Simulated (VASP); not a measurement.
A run of VASP 6.6.1:

INCAR

```
PREC = Accurate ; ENCUT = 520
EDIFF = 1E-8 ; ISMEAR = -1
SIGMA = 0.02 ; LREAL = False
LASPH = True ; NELM = 60
ALGO = Normal ; ISIF = 2
LWAVE = False ; LCHARG = False
GGA = PS ; LEFG = True
NBANDS = 16
```

Contents of KPOINTS:

```
Automatic mesh
0
Gamma
  11 11 4
```

Contents of POSCAR:

```
BN
1.0
    2.5039917043      0.0125199585      0.0125199585
   -1.2411532501      2.1622604475      0.0045826229
    0.0333060000      0.0333060000      6.6612000000
B N
2 2
Direct
    0.3333333333      0.6666666667      0.2500000000
    0.6666666667      0.3333333333      0.7500000000
    0.3333333333      0.6666666667      0.7500000000
    0.6666666667      0.3333333333      0.2500000000
```

Potentials or basis: VASP PAW PBE potentials, release 64 (B, N).

The run is started by

```bash
$ cat potpaw_PBE.64/B/POTCAR potpaw_PBE.64/N/POTCAR > POTCAR
$ mpirun -np 1 vasp_std > vasp.out
```

Hardware: 1 thread of Intel(R) Xeon(R) Platinum 8259CL CPU @ 2.50GHz (Skylake/Cascade Lake) (shared host).

How long does it take, and how much memory?

It took 2 min on 1 thread of Intel(R) Xeon(R) Platinum 8259CL CPU @ 2.50GHz (Skylake/Cascade Lake), with other jobs on the host, peak memory 0.23 GiB. Counts: scf iterations 15, k points 243.
